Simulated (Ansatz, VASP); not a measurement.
**One calculation of KCdCO3F, two programs**

```
K Cd C O F
1.0
     5.13229    0.00000    0.00000
    -2.56614    4.44469    0.00000
     0.00000    0.00000    4.48843
K Cd C O F
1 1 1 3 1
Direct
  0.00000 0.00000 0.00000
  0.66667 0.33333 0.50000
  0.33333 0.66667 0.50000
  0.18787 0.37574 0.50000
  0.18787 0.81213 0.50000
  0.62426 0.81213 0.50000
  0.66667 0.33333 0.00000
```

Alike in both runs: functional PBE; k mesh 6 × 6 × 4; occupations gaussian, width 0.1 eV; no spin polarisation.

Ansatz relaxed the structure, and its values are those at the end. VASP's run is a single point on that final structure, the one shown.

|  | VASP | Ansatz |
| --- | --- | --- |
| version | VASP 6.6.1 | Ansatz 0.2.0 |
| potentials or method | VASP PAW PBE potentials, release 64 (K_sv, Cd, C, O, F), cutoff 520 eV | scalar-relativistic, plane waves, PAW |
| valence electrons in the cell | 50 | 58 |

|  | VASP | Ansatz | Ansatz less VASP |
| --- | --- | --- | --- |
| gap on the k mesh at the Fermi level (eV) | 1.75 | 1.78 | +0.027 |
| least direct gap on the mesh (eV) | 1.76 | 1.78 | +0.027 |
| pressure (GPa) | 0.7 | 0.0 | -0.75 |
| rms of the force components (eV/Å) | 0.098 | 0.002 | -0.0962 |

With one functional, cell and mesh, what is left measures potentials, basis and numerics. VASP's potentials hold 50 valence electrons a cell and Ansatz's 58, so a difference there can come from the potentials and not from the codes.
